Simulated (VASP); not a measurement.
Runs of VASP 6.6.1 on Ba. The structure is that of space group Im-3m (No. 229), or close to it. The cells are those of the table. 

```csv
task,cell,k mesh,cutoff (eV),smearing,gap on the mesh (eV),pressure (GPa),relaxed volume (Å³/atom)
single point,"a = 4.479 Å, angles 109.5°, 1 atom",10 × 10 × 10,520,fermi-dirac 0.15 eV,none,0.0,-
single point,"a = 4.352 Å, angles 109.5°, 1 atom",6 × 6 × 6,520,gaussian 0.1 eV,none,0.8,-
relaxation of cell and atoms,"relaxed from a = 4.464 Å, angles 109.5°, 1 atom",10 × 10 × 10,600,fermi-dirac 0.15 eV,none,0.0,(a)
single point,"a = 4.464 Å, angles 109.5°, 1 atom",10 × 10 × 10,520,gaussian 0.1 eV,none,0.0,-
relaxation of cell and atoms,"relaxed from a = 4.352 Å, angles 109.5°, 1 atom",10 × 10 × 10,600,gaussian 0.1 eV,none,0.0,68.76
```

Alike in all rows: level RPBE; potentials or basis VASP PAW PBE potentials, release 64 (Ba_sv); no spin polarisation.

**Question.** Estimate the missing entries.

**Answer.** (a) 69.48.

Caveats: the PAW data sets were made with another functional, which shifts forces and pressure a little; spin-orbit coupling is left out, which moves the levels of the heavy elements.

A k mesh can miss the band edges, and the runs leave out spin-orbit coupling on Ba.

A gap of «none» marks levels without a gap at the run's occupations.
